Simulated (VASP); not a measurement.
Runs of VASP 6.6.1 on Os. The structure is that of space group P6/mmm (No. 191), or close to it. The cells are those of the table. This isn't the form of Os at room conditions, which is hcp.

| cell | k mesh | gap on the mesh (eV) | pressure (GPa) |
| --- | --- | --- | --- |
| a = 4.296, b = 4.296, c = 2.704 Å, angles 90.0, 90.0, 120.0°, 3 atoms | 9 × 9 × 12 | none | 0.8 |
| a = 4.296, b = 4.296, c = 2.704 Å, angles 90.0, 90.0, 120.0°, 3 atoms | 10 × 10 × 13 | none | (b) |
| a = 4.408, b = 4.408, c = 2.775 Å, angles 90.0, 90.0, 120.0°, 3 atoms | 10 × 10 × 13 | none | -25.5 |
| a = 4.238, b = 4.238, c = 2.668 Å, angles 90.0, 90.0, 120.0°, 3 atoms | 10 × 10 × 13 | none | 19.2 |
| a = 4.117, b = 4.117, c = 2.592 Å, angles 90.0, 90.0, 120.0°, 3 atoms | 10 × 10 × 13 | none | (a) |

Alike in all rows: task single point; level r2SCAN; potentials or basis VASP PAW PBE potentials, release 64 (Os); no spin polarisation; cutoff (eV) 520; smearing fermi-dirac 0.1 eV.

Q: Estimate the missing entries.

A: (a) 71.6; (b) 0.7.

Caveats: the PAW data sets were made with another functional, which shifts forces and pressure a little; spin-orbit coupling is left out, which moves the levels of the heavy elements; the cell stands under tension (at least some runs); the cell stands under pressure (at least some runs); the stress differs along the axes, from 66 to 74 GPa (at least some runs).

A k mesh can miss the band edges, and the runs leave out spin-orbit coupling on Os.

A gap of «none» marks levels without a gap at the run's occupations.
